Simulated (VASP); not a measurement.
# SiC (P6_3mc) in VASP: a series of runs

SiC is run at these levels: PBE; tasks: single point.

Everything below comes from runs of VASP 6.6.1. Logs are shortened: lines on timing, memory, paths and dates and some standing lists are left out, and cuts for length are marked.

### 1 The cell of the first run

The structure is hexagonal, space group P6_3mc (No. 186). Conventional cell: a = 2.952 Å, b = 2.952 Å, c = 4.846 Å, α = 90.00°, β = 90.00°, γ = 120.00°. Within 2.4 Å of Si (site symmetry 3m) lie 4 C at 1.81 to 1.82 Å. C (site symmetry 3m) has 4 Si at 1.81 to 1.82 Å within 2.4 Å.

### 2 Single point, PBE (strain -4.0%)

Contents of INCAR:

```
PREC     = Accurate       # precision mode
ENCUT    = 520            # plane-wave cutoff, eV
EDIFF    = 1E-6           # SCF threshold, eV
ISMEAR   = -1             # smearing method
SIGMA    = 0.02           # smearing width, eV
LREAL    = F              # projectors in reciprocal space
LASPH    = T              # aspherical terms in the spheres
NELM     = 60             # most SCF steps
ALGO     = Normal         # electronic algorithm
ISIF     = 2              # what is computed and relaxed
LWAVE    = F              # write WAVECAR
LCHARG   = F              # write CHGCAR
GGA      = PE             # functional
NBANDS   = 16             # bands
```

Contents of KPOINTS:

```
Automatic mesh
0
Gamma
  12 12 6
```

Contents of POSCAR:

```
SiC
1.0
    2.9523419896      0.0000000000      0.0000000000
   -1.4761709948      2.5568031637      0.0000000000
    0.0000000000      0.0000000000      4.8461837674
Si C
2 2
Direct
    0.3333333333      0.6666666667     -0.0003154795
    0.6666666667      0.3333333333      0.4996845205
    0.3333333333      0.6666666667      0.3753154795
    0.6666666667      0.3333333333      0.8753154795
```

Potentials or basis: VASP PAW PBE potentials, release 64 (Si, C).

On the command line:

```
$ cat potpaw_PBE.64/Si/POTCAR potpaw_PBE.64/C/POTCAR > POTCAR
$ mpirun -np 1 vasp_std > vasp.out
```

OUTCAR:

```text
PREC = Accurate
   ENCUT = 520
   EDIFF = 1E-6
   ISMEAR = -1
   LREAL = F
   LASPH = T
   NELM = 60
   ISIF = 2
   GGA = PE

 ion  position               nearest neighbor table
   1  0.333  0.667  1.000-   4 1.81   4 1.81   4 1.81   3 1.82   2 2.96   2 2.96   2 2.96   2 2.96
                             2 2.96   2 2.96
   2  0.667  0.333  0.500-   3 1.81   3 1.81   3 1.81   4 1.82   1 2.96   1 2.96   1 2.96   1 2.96
                             1 2.96   1 2.96
   3  0.333  0.667  0.375-   2 1.81   2 1.81   2 1.81   1 1.82
   4  0.667  0.333  0.875-   1 1.81   1 1.81   1 1.81   2 1.82

  LATTYP: Found a hexagonal cell.
 ALAT       =     2.9523419896
 C/A-ratio  =     1.6414710032

  Lattice vectors:

 A1 = (   2.9523419896,   0.0000000000,   0.0000000000)
 A2 = (  -1.4761709948,   2.5568031637,   0.0000000000)
 A3 = (   0.0000000000,   0.0000000000,   4.8461837674)

Analysis of symmetry for initial positions (statically):
=====================================================================
 Subroutine PRICEL returns:
 Original cell was already a primitive cell.

 Routine SETGRP: Setting up the symmetry group for a
 hexagonal supercell.

 Subroutine GETGRP returns: Found 12 space group operations
 (whereof  6 operations were pure point group operations)
 out of a pool of 24 trial point group operations.

The static configuration has the point symmetry C_3v.
 The point group associated with its full space group is C_6v.

Analysis of symmetry for dynamics (positions and initial velocities):
=====================================================================
 Subroutine PRICEL returns:
 Original cell was already a primitive cell.

 Routine SETGRP: Setting up the symmetry group for a
 hexagonal supercell.

 Subroutine GETGRP returns: Found 12 space group operations
 (whereof  6 operations were pure point group operations)
 out of a pool of 24 trial point group operations.

The dynamic configuration has the point symmetry C_3v.
 The point group associated with its full space group is C_6v.

 Subroutine INISYM returns: Found 12 space group operations
 (whereof  6 operations are pure point group operations),
 and found     1 'primitive' translations

----------------------------------------------------------------------------------------

                                     Primitive cell

  volume of cell :      36.5817

  direct lattice vectors                    reciprocal lattice vectors
     2.952341990  0.000000000  0.000000000     0.338714147  0.195556704  0.000000000
    -1.476170995  2.556803164  0.000000000     0.000000000  0.391113408  0.000000000
     0.000000000  0.000000000  4.846183767     0.000000000  0.000000000  0.206347932

  length of vectors
     2.952341990  2.952341990  4.846183767     0.391113408  0.391113408  0.206347932

  position of ions in fractional coordinates (direct lattice)
     0.333333333  0.666666667  0.999684520
     0.666666667  0.333333333  0.499684520
     0.333333333  0.666666667  0.375315480
     0.666666667  0.333333333  0.875315480

  ion indices of the primitive-cell ions
   primitive index   ion index
                 1           1
                 2           2
                 3           3
                 4           4

----------------------------------------------------------------------------------------

 KPOINTS: Automatic mesh

Automatic generation of k-mesh.
 Grid dimensions read from file:
 generate k-points for:   12   12    6

 Generating k-lattice:

  Cartesian coordinates                     Fractional coordinates (reciprocal lattice)
     0.028226179  0.016296392  0.000000000     0.083333333 -0.000000000  0.000000000
     0.000000000  0.032592784  0.000000000     0.000000000  0.083333333  0.000000000
     0.000000000  0.000000000  0.034391322     0.000000000  0.000000000  0.166666667

  Length of vectors
     0.032592784  0.032592784  0.034391322

  Shift w.r.t. Gamma in fractional coordinates (k-lattice)
     0.000000000  0.000000000  0.000000000

 Subroutine IBZKPT returns following result:
 ===========================================

 Found     76 irreducible k-points:

 Following reciprocal coordinates:
            Coordinates               Weight
  0.000000  0.000000  0.000000      1.000000
  0.083333  0.000000  0.000000      6.000000
  0.166667  0.000000  0.000000      6.000000
  0.250000  0.000000  0.000000      6.000000
  0.333333  0.000000  0.000000      6.000000
  0.416667  0.000000  0.000000      6.000000
[... 16 lines left out ...]
  0.250000  0.000000  0.166667     12.000000
  0.333333  0.000000  0.166667     12.000000
 [... further k-points ...]
   k-points           NKPTS =     76   k-points in BZ     NKDIM =     76   number of bands    NBANDS=     16
   number of dos      NEDOS =    301   number of ions     NIONS =      4
   total plane-waves  NPLWV =  20736
   dimension x,y,z NGX =    24 NGY =   24 NGZ =   36
   dimension x,y,z NGXF=    48 NGYF=   48 NGZF=   72
   ions per type =               2   2
   NGX,Y,Z   is equivalent  to a cutoff of  13.51, 13.51, 12.35 a.u.
   NGXF,Y,Z  is equivalent  to a cutoff of  27.03, 27.03, 24.70 a.u.
 SYSTEM =  unknown system
   PREC   = accura    normal or accurate (medium, high low for compatibility)
   ISTART =      0    job   : 0-new  1-cont  2-samecut
   ICHARG =      2    charge: 1-file 2-atom 10-const
   ISPIN  =      1    spin polarized calculation?
   LNONCOLLINEAR =      F non collinear calculations
   LSORBIT =      F    spin-orbit coupling
   LASPH  =      T    aspherical Exc in radial PAW
   ENCUT  =  520.0 eV  38.22 Ry    6.18 a.u.   5.49  5.49  9.01*2*pi/ulx,y,z
   NELM   =     60;   NELMIN=  2; NELMDL= -5     # of ELM steps
   EDIFF  = 0.1E-05   stopping-criterion for ELM
   LREAL  =      F    real-space projection
   EDIFFG = 0.1E-04   stopping-criterion for IOM
   NSW    =      0    number of steps for IOM
   IBRION =     -1    ionic relax: 0-MD 1-quasi-New 2-CG
   NFREE  =      0    steps in history (QN), initial steepest desc. (CG)
   ISIF   =      2    stress and relaxation
   ISYM   =      2    0-nonsym 1-usesym 2-fastsym
   POTIM  = 0.5000    time-step for ionic-motion
   TEBEG  =    0.0;   TEEND  =   0.0 temperature during run
   PSTRESS=    0.0 pullay stress
   NELECT =      16.0000    total number of electrons
   NUPDOWN=      -1.0000    fix difference up-down
   EMIN   =  10.00;   EMAX   =-10.00  energy-range for DOS
   EFERMI =   0.00;   METHOD = LEGACY
   ISMEAR =    -1;   SIGMA  =   0.02  broadening in eV -4-tet -1-fermi 0-gaus
   EFERMI_NEDOS =   21; number of points for ismear=-14 and -15
   IALGO  =     38    algorithm
   IMIX   =      4    mixing-type and parameters
     AMIX     =   0.40;   BMIX     =  1.00
     AMIX_MAG =   1.60;   BMIX_MAG =  1.00
  volume/ion in A,a.u.               =       9.15        61.72
  Fermi-wavevector in a.u.,A,eV,Ry     =   1.242683  2.348330 21.010933  1.544260
  Thomas-Fermi vector in A             =   2.377026
   LORBIT       =      0    0 simple, 1 ext, 2 COOP (PROOUT), +10 PAW based schemes
   GGA     = PE    functional components
   LHFCALC =     F    Hartree Fock is set to
   AEXX    =    0.0000 exact exchange contribution
   IVDW    =     0    specifies the selected vdW correction
   LEPSILON=     F    determine dielectric tensor
   LRPA    =     F    only Hartree local field effects (RPA)
 non-spin polarized calculation
  energy-cutoff  :      520.00
  volume of cell :       36.58
 maximum number of plane-waves:      1014
 NGX is ok and might be reduce to    24
   NGX = 11   NGY = 11   NGZ = 19

 number of electron      16.0000002 magnetization

 Free energy of the ion-electron system (eV)
  ---------------------------------------------------
  ext. energy  EPLUGINS =         0.00000000
  ---------------------------------------------------
  free energy    TOTEN  =       -29.52644187 eV

  energy without entropy =      -29.52644187  energy(sigma->0) =      -29.52644187

 E-fermi :  10.1265     XC(G=0): -11.8946

 val. band max:        9.7176608556   @ k =   0.0000   0.0000   0.0000
 cond. band min:      11.7519861167   @ k =   0.3333   0.3333   0.0000
 fundamental gap:      2.0343252611
 Fermi energy:        10.1265004714

 k-point     1 :       0.0000    0.0000    0.0000
  band No.  band energies     occupation
      1      -6.8687      2.00000
      2      -2.8208      2.00000
      3       0.2773      2.00000
      4       8.3500      2.00000
      5       8.3500      2.00000
      6       9.5929      2.00000
[... 8 lines left out ...]
     15      19.5763      0.00000
     16      21.6437      0.00000

 k-point     2 :       0.0833    0.0000    0.0000
  band No.  band energies     occupation
      1      -6.7359      2.00000
      2      -2.7082      2.00000
      3       0.4040      2.00000
      4       7.6347      2.00000
      5       8.1129      2.00000
      6       9.2645      2.00000
[... 8 lines left out ...]
     15      19.8697      0.00000
     16      20.6221      0.00000

 k-point     3 :       0.1667    0.0000    0.0000
  band No.  band energies     occupation
      1      -6.3409      2.00000
      2      -2.3795      2.00000
      3       0.7778      2.00000
      4       6.0381      2.00000
      5       7.5846      2.00000
      6       8.1430      2.00000
[... 8 lines left out ...]
     15      20.1273      0.00000
     16      20.2926      0.00000

 k-point     4 :       0.2500    0.0000    0.0000
  band No.  band energies     occupation
      1      -5.6942      2.00000
      2      -1.8730      2.00000
      3       1.3692      2.00000
      4       4.2384      2.00000
      5       6.7059      2.00000
      6       7.0176      2.00000
[... 8 lines left out ...]
     15      20.6389      0.00000
     16      21.2143      0.00000

 k-point     5 :       0.3333    0.0000    0.0000
  band No.  band energies     occupation
      1      -4.8224      2.00000
      2      -1.3223      2.00000
      3       1.9370      2.00000
      4       2.8441      2.00000
      5       5.2132      2.00000
      6       6.5513      2.00000
[... 8 lines left out ...]
     15      21.6221      0.00000
     16      22.9055      0.00000

 k-point     6 :       0.4167    0.0000    0.0000
  band No.  band energies     occupation
      1      -3.8067      2.00000
      2      -1.2075      2.00000
      3       1.5283      2.00000
      4       3.2700      2.00000
      5       3.8865      2.00000
      6       6.2520      2.00000
[... 8 lines left out ...]
     15      22.0834      0.00000
     16      22.9777      0.00000
[... 267 lines left out ...]
 k-point    21 :       0.0833    0.0000    0.1667
  band No.  band energies     occupation
      1      -6.5871      2.00000
      2      -3.3623      2.00000
      3       1.2898      2.00000
      4       7.7299      2.00000
      5       8.1996      2.00000
      6       8.6837      2.00000
[... 8 lines left out ...]
     15      19.5420      0.00000
     16      21.2769      0.00000

 k-point    22 :       0.1667    0.0000    0.1667
  band No.  band energies     occupation
      1      -6.1931      2.00000
      2      -3.0116      2.00000
      3       1.6229      2.00000
      4       6.1658      2.00000
      5       7.6825      2.00000
      6       7.7484      2.00000
[... 8 lines left out ...]
     15      20.2835      0.00000
     16      20.8311      0.00000

 k-point    23 :       0.2500    0.0000    0.1667
  band No.  band energies     occupation
      1      -5.5486      2.00000
      2      -2.4579      2.00000
      3       2.0896      2.00000
      4       4.4461      2.00000
      5       6.2857      2.00000
      6       7.1237      2.00000
[... 8 lines left out ...]
     15      21.2824      0.00000
     16      21.5549      0.00000

 k-point    24 :       0.3333    0.0000    0.1667
  band No.  band energies     occupation
      1      -4.6809      2.00000
      2      -1.7940      2.00000
      3       2.0111      2.00000
      4       3.5665      2.00000
      5       4.7446      2.00000
      6       6.6622      2.00000
[... 8 lines left out ...]
     15      22.2460      0.00000
     16      22.8208      0.00000

 [... further k-points ...]
[... 5 lines left out ...]
  --------------------------------------------------------------------------------------
  -------------------------------------------------------------------------------------
  Total        8.8588982      8.8588982      8.6417094      0.0000000      0.0000000      0.0000000
  in kB      387.9952926    387.9952926    378.4830214      0.0000000      0.0000000      0.0000000
  external PRESSURE =     384.8245355 kB  Pullay stress =       0.0000000 kB

 VOLUME and BASIS-vectors are now :
 -----------------------------------------------------------------------------
  energy-cutoff  :      520.00
  volume of cell :       36.58
      direct lattice vectors                 reciprocal lattice vectors
     2.952341990  0.000000000  0.000000000     0.338714147  0.195556704  0.000000000
    -1.476170995  2.556803164  0.000000000     0.000000000  0.391113408  0.000000000
     0.000000000  0.000000000  4.846183767     0.000000000  0.000000000  0.206347932

 POSITION                                       TOTAL-FORCE (eV/Angst)
 -----------------------------------------------------------------------------------
     -0.00000      1.70454      4.84465        -0.000000      0.000000      0.005610
      1.47617      0.85227      2.42156         0.000000      0.000000      0.005610
     -0.00000      1.70454      1.81885         0.000000     -0.000000     -0.005610
      1.47617      0.85227      4.24194        -0.000000      0.000000     -0.005610
 -----------------------------------------------------------------------------------
    total drift:                               -0.000000      0.000000     -0.000098

  FREE ENERGIE OF THE ION-ELECTRON SYSTEM (eV)
  ---------------------------------------------------
  free  energy   TOTEN  =       -29.5264418666 eV

  energy  without entropy=      -29.5264418666  energy(sigma->0) =      -29.52644187
```

Run time: 14 s. Hardware: 1 thread of Intel Xeon 6975P-C (Granite Rapids), shared host; peak memory 0.17 GiB.

What came out:

```yaml
Free_energy: -29.5264 eV
Pressure: 38.5 GPa
Largest_force: 0.006 eV/Å
Band_gap_on_the_k_mesh: 2.03 eV, indirect (least direct gap 4.21 eV)
```

Forces in eV/Å, atoms in the order of the input:
```
Si   0.000  0.000  0.006
Si   0.000  0.000  0.006
C    0.000  0.000 -0.006
C    0.000  0.000 -0.006
```

Stress tensor (GPa, compression positive):
```
38.80  0.00  0.00
 0.00 38.80  0.00
 0.00  0.00 37.85
```

Levels at points of the mesh, in eV from the valence-band top:
```
           k point  band 5  band 6  band 7  band 8  band 9  band 10  band 11  band 12
(0.00, 0.00, 0.00)   -1.37   -0.12    0.00    0.00    5.88     7.44     7.44     7.47
(0.50, 0.00, 0.00)   -5.87   -3.65   -3.57   -1.23    2.99     4.33     7.62     7.83
(0.00, 0.00, 0.50)   -0.73   -0.73   -0.73   -0.73    6.97     6.97     8.04     8.04
(0.50, 0.00, 0.50)   -2.61   -2.61   -2.46   -2.46    3.53     3.53     5.82     5.82
```

Caveat: the cell differs from its parent crystal (strain -4.0%). A k mesh can miss the band edges.

[end of part 1 of 2]
